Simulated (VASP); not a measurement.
# WSe2 (P1) in VASP: single point with PBE

Aim: the single point of WSe2 with PBE.

Everything below comes from runs of VASP 6.6.1. Logs are shortened: lines on timing, memory, paths and dates and some standing lists are left out, and cuts for length are marked.

## 1. The cell of the first run

The typed cell holds 24 atoms: a = 8.747 Å, b = 8.747 Å, c = 8.747 Å, α = 60.00°, β = 60.00°, γ = 60.00°.

## 2. Single point, PBE

Input file INCAR:

```
PREC = Accurate
ENCUT = 520
EDIFF = 1E-6
ISMEAR = -1
SIGMA = 0.112
LREAL = Auto
LASPH = True
NELM = 60
ALGO = Normal
ISIF = 2
LWAVE = False
LCHARG = False
GGA = PE
NBANDS = 122
```

Input file KPOINTS:

```
Automatic mesh
0
Gamma
  2 2 2
```

Input file POSCAR:

```
WSe2
1.0
    0.0000000000      6.1849665128      6.1849665128
    6.1849665128      0.0000000000      6.1849665128
    6.1849665128      6.1849665128      0.0000000000
W Se
8 16
Direct
    0.0092933405     -0.0037961402     -0.0129706442
   -0.0028677601      0.0127129225      0.5090163372
   -0.0064920319      0.4988014072      0.0087557467
    0.0010158503      0.4796577304      0.5005411094
    0.5000759493     -0.0099033681      0.0210594511
    0.5085652434      0.0095593080      0.4866841225
    0.5063017712      0.5148714214     -0.0068072317
    0.5054595677      0.5064503573      0.4821672832
    0.1147827557      0.1211194108      0.1582905094
    0.4013805887      0.3760519148      0.3576054123
    0.0914083365      0.1115989066      0.6571056596
    0.3580367000      0.3693420159      0.8786433991
    0.1542915387      0.6149111708      0.1339894077
    0.3617027668      0.8636644174      0.3738409085
    0.1528258072      0.6017486905      0.6180262241
    0.3623905635      0.8849102883      0.8789518082
    0.6193712597      0.1233165125      0.1468317570
    0.8774135622      0.4084166818      0.3454533659
    0.6473832949      0.1179852791      0.6033921109
    0.8583875093      0.3642039121      0.8856410117
    0.5946935998      0.6477818419      0.1151107283
    0.8694262109      0.8759960121      0.3564426736
    0.6064888940      0.6526678021      0.6282118896
    0.8803105059      0.8468385381      0.8893597061
```

Potentials or basis: VASP PAW PBE potentials, release 64 (W_sv, Se).

Command:

```bash
$ cat potpaw_PBE.64/W_sv/POTCAR potpaw_PBE.64/Se/POTCAR > POTCAR
$ mpirun -np 1 vasp_std > vasp.out
```

OUTCAR:

```text
PREC = Accurate
   ENCUT = 520
   EDIFF = 1E-6
   ISMEAR = -1
   LREAL = Auto
   LASPH = True
   NELM = 60
   ISIF = 2
   GGA = PE

 ion  position               nearest neighbor table
   1  0.009  0.996  0.987-  11 2.37  16 2.52  20 2.64  22 2.64  24 2.70  13 2.74  17 2.80   9 2.88

   2  0.997  0.013  0.509-  11 2.45   9 2.51  19 2.51  14 2.62  24 2.73  18 2.84  15 2.94  22 2.98

   3  0.994  0.499  0.009-  18 2.41  24 2.49  12 2.61   9 2.70  15 2.80  20 2.81  21 2.86  13 2.88
[... 13 lines left out ...]
  11  0.091  0.112  0.657-   1 2.37   2 2.45   4 2.64   6 2.99
  12  0.358  0.369  0.879-   3 2.61   5 2.72   8 2.84   7 2.92
  13  0.154  0.615  0.134-   7 2.52   4 2.64   1 2.74   3 2.88
  14  0.362  0.864  0.374-   5 2.53   8 2.56   2 2.62   6 2.90
[... 8 lines left out ...]
  23  0.606  0.653  0.628-   6 2.56   7 2.61   8 2.82   4 2.84
  24  0.880  0.847  0.889-   3 2.49   1 2.70   5 2.72   2 2.73

  LATTYP: Found a face centered cubic cell.
 ALAT       =    12.3699330256

  Lattice vectors:

 A1 = (   0.0000000000,   6.1849665128,   6.1849665128)
 A2 = (   6.1849665128,   0.0000000000,   6.1849665128)
 A3 = (   6.1849665128,   6.1849665128,   0.0000000000)

Analysis of symmetry for initial positions (statically):
=====================================================================
 Subroutine PRICEL returns:
 Original cell was already a primitive cell.

 Routine SETGRP: Setting up the symmetry group for a
 face centered cubic supercell.

 Subroutine GETGRP returns: Found  1 space group operations
 (whereof  1 operations were pure point group operations)
 out of a pool of 48 trial point group operations.

The static configuration has the point symmetry C_1 .

Analysis of symmetry for dynamics (positions and initial velocities):
=====================================================================
 Subroutine PRICEL returns:
 Original cell was already a primitive cell.

 Routine SETGRP: Setting up the symmetry group for a
 face centered cubic supercell.

 Subroutine GETGRP returns: Found  1 space group operations
 (whereof  1 operations were pure point group operations)
 out of a pool of 48 trial point group operations.

The dynamic configuration has the point symmetry C_1 .

 Subroutine INISYM returns: Found  1 space group operations
 (whereof  1 operations are pure point group operations),
[... 124 lines left out ...]
   LREAL  =      T    real-space projection
   EDIFFG = 0.1E-04   stopping-criterion for IOM
   NSW    =      0    number of steps for IOM
   IBRION =     -1    ionic relax: 0-MD 1-quasi-New 2-CG
   NFREE  =      0    steps in history (QN), initial steepest desc. (CG)
   ISIF   =      2    stress and relaxation
   ISYM   =      2    0-nonsym 1-usesym 2-fastsym
   POTIM  = 0.5000    time-step for ionic-motion
   TEBEG  =    0.0;   TEEND  =   0.0 temperature during run
   PSTRESS=    0.0 pullay stress
   NELECT =     208.0000    total number of electrons
   NUPDOWN=      -1.0000    fix difference up-down
   EMIN   =  10.00;   EMAX   =-10.00  energy-range for DOS
   EFERMI =   0.00;   METHOD = LEGACY
   ISMEAR =    -1;   SIGMA  =   0.11  broadening in eV -4-tet -1-fermi 0-gaus
   EFERMI_NEDOS =   21; number of points for ismear=-14 and -15
   IALGO  =     38    algorithm
   IMIX   =      4    mixing-type and parameters
     AMIX     =   0.40;   BMIX     =  1.00
     AMIX_MAG =   1.60;   BMIX_MAG =  1.00
  volume/ion in A,a.u.               =      19.72       133.05
  Fermi-wavevector in a.u.,A,eV,Ry     =   1.244749  2.352235 21.080881  1.549401
  Thomas-Fermi vector in A             =   2.379002
   LORBIT       =      0    0 simple, 1 ext, 2 COOP (PROOUT), +10 PAW based schemes
   GGA     = PE    functional components
   LHFCALC =     F    Hartree Fock is set to
   AEXX    =    0.0000 exact exchange contribution
   IVDW    =     0    specifies the selected vdW correction
   LEPSILON=     F    determine dielectric tensor
   LRPA    =     F    only Hartree local field effects (RPA)
 non-spin polarized calculation
  energy-cutoff  :      520.00
  volume of cell :      473.20
 maximum number of plane-waves:     12776
 NGX is ok and might be reduce to    70
   NGX = 33   NGY = 33   NGZ = 33

 number of electron     208.0000003 magnetization

 Free energy of the ion-electron system (eV)
  ---------------------------------------------------
  ext. energy  EPLUGINS =         0.00000000
  ---------------------------------------------------
  free energy    TOTEN  =      -152.44438302 eV

  energy without entropy =     -151.44898260  energy(sigma->0) =     -151.94668281

 E-fermi :   6.8883     XC(G=0): -10.9726

 val. band max:        6.8746585643   @ k =   0.0000   0.5000   0.0000
 cond. band min:       6.8896881842   @ k =   0.5000   0.5000   0.5000
 fundamental gap:      0.0150296198
 Fermi energy:         6.8882600404

 k-point     1 :       0.0000    0.0000    0.0000
  band No.  band energies     occupation
      1     -67.3995      2.00000
      2     -67.3104      2.00000
      3     -67.3030      2.00000
      4     -67.2430      2.00000
      5     -67.2366      2.00000
      6     -67.2252      2.00000
[... 941 lines left out ...]
    115       8.5797      0.00000
    116       8.6649      0.00000
 [bands above 116 left out]

------------------------ aborting loop because EDIFF is reached ----------------------------------------

  FORCE on cell =-STRESS in cart. coord.  units (eV):
  Direction    XX          YY          ZZ          XY          YZ          ZX
  --------------------------------------------------------------------------------------
  -------------------------------------------------------------------------------------
  Total       13.3333676     15.3551633     12.9612556      2.4686016     -4.9276120     -4.6954581
  in kB       45.1448673     51.9903773     43.8849498      8.3583305    -16.6841864    -15.8981468
  external PRESSURE =      47.0067315 kB  Pullay stress =       0.0000000 kB

 VOLUME and BASIS-vectors are now :
 -----------------------------------------------------------------------------
  energy-cutoff  :      520.00
  volume of cell :      473.20
      direct lattice vectors                 reciprocal lattice vectors
     0.000000000  6.184966513  6.184966513    -0.080841181  0.080841181  0.080841181
     6.184966513  0.000000000  6.184966513     0.080841181 -0.080841181  0.080841181
     6.184966513  6.184966513  0.000000000     0.080841181  0.080841181 -0.080841181

 POSITION                                       TOTAL-FORCE (eV/Angst)
 -----------------------------------------------------------------------------------
     12.26623      6.16222      6.21897         1.515537      1.395755     -1.728828
      3.22688      9.31548      6.24586        -0.863450     -0.151079     -0.880086
      3.13922      6.19897      9.22988        -1.729759     -0.440857      0.283754
      6.06250      3.10211      2.97295         0.738475      0.464152      0.673267
      6.25397      3.22321      9.21667         0.641773     -0.991942      0.671593
      3.06925      6.15558      3.20458         0.594038      0.497909     -0.570747
[... 16 lines left out ...]
      7.92220      7.63658      7.78784        -1.083291      0.693578     -0.358005
     10.73833     10.94535     10.68236         1.020661     -0.249164      0.320152
 -----------------------------------------------------------------------------------
    total drift:                               -0.002613      0.011787     -0.001039

  FREE ENERGIE OF THE ION-ELECTRON SYSTEM (eV)
  ---------------------------------------------------
  free  energy   TOTEN  =      -152.4443830178 eV

  energy  without entropy=     -151.4489826019  energy(sigma->0) =     -151.94668281
```

stdout:

```text
POSCAR found type information on POSCAR W Se
 POSCAR found :  2 types and      24 ions
 scaLAPACK will be used
 LDA part: xc-table for (Slater+PW92), standard interpolation
 POSCAR, INCAR and KPOINTS ok, starting setup
 FFT: planning ... GRIDC
 FFT: planning ... GRID_SOFT
 FFT: planning ... GRID
 WAVECAR not read
 entering main loop
```

Wall time 47 min (1 thread of Intel Xeon 8259CL, shared host); peak memory 0.82 GiB.

Results:

| Item | Value |
| --- | --- |
| Free energy | -152.4444 eV |
| Pressure | 4.7 GPa |
| Largest force | 2.824 eV/Å |
| Band gap on the k mesh | zero (bands 104 and 105 overlap by 0.10 eV) |

Forces in eV/Å, atoms in the order of the input:
```
W    1.516  1.396 -1.729
W   -0.863 -0.151 -0.880
W   -1.730 -0.441  0.284
W    0.738  0.464  0.673
W    0.642 -0.992  0.672
W    0.594  0.498 -0.571
W   -0.581 -0.764 -0.987
W    0.063  0.909 -0.175
Se  -0.889 -0.945  0.654
Se   0.618  0.261 -1.267
Se  -0.976 -1.425  2.235
Se  -0.576  0.548  0.583
Se   0.006 -0.974 -0.640
Se   0.583  0.757  0.852
Se   0.940 -1.467 -0.940
Se   0.266 -0.203  1.292
Se  -1.413 -1.972  0.367
Se   1.184  0.726 -1.111
Se   0.827  0.079 -0.323
Se  -0.129  0.828  1.448
Se  -0.594  1.351  0.315
Se  -0.161  1.072 -0.713
Se  -1.083  0.694 -0.358
Se   1.021 -0.249  0.320
```

Levels at points of the mesh, in eV from the Fermi level:
| k point | band 100 | band 101 | band 102 | band 103 | band 104 | band 105 | band 106 | band 107 | band 108 | band 109 |
| --- | --- | --- | --- | --- | --- | --- | --- | --- | --- | --- |
| (0.00, 0.00, 0.00) | -0.47 | -0.42 | -0.37 | -0.33 | -0.18 | -0.12 | -0.03 | 0.03 | 0.10 | 0.19 |
| (0.50, 0.00, 0.00) | -0.21 | -0.14 | -0.07 | -0.05 | -0.02 | 0.01 | 0.05 | 0.12 | 0.18 | 0.30 |
| (0.00, 0.50, 0.00) | -0.27 | -0.21 | -0.19 | -0.11 | -0.07 | -0.01 | 0.05 | 0.12 | 0.29 | 0.32 |
| (0.00, 0.00, 0.50) | -0.22 | -0.17 | -0.11 | -0.08 | -0.05 | 0.02 | 0.06 | 0.11 | 0.19 | 0.36 |
| (0.50, 0.50, 0.50) | -0.23 | -0.20 | -0.14 | -0.09 | -0.03 | 0.00 | 0.04 | 0.10 | 0.19 | 0.23 |
| (0.50, 0.50, 0.00) | -0.34 | -0.30 | -0.27 | -0.22 | -0.10 | 0.34 | 0.39 | 0.49 | 0.59 | 0.63 |
| (0.00, 0.50, 0.50) | -0.34 | -0.30 | -0.26 | -0.15 | -0.02 | 0.27 | 0.41 | 0.44 | 0.55 | 0.61 |
| (0.50, 0.00, 0.50) | -0.37 | -0.34 | -0.28 | -0.16 | -0.15 | 0.25 | 0.41 | 0.52 | 0.59 | 0.71 |

Caveat: the k points lie up to 0.44 Å⁻¹ apart; the atoms stand as in a frame of molecular dynamics; the structure was generated, so it needn't be the stable form of WSe2; spin-orbit coupling is left out, which moves the levels of the heavy elements; forces of over 1 eV/Å act on the atoms, so gaps and moduli don't describe the material at rest.
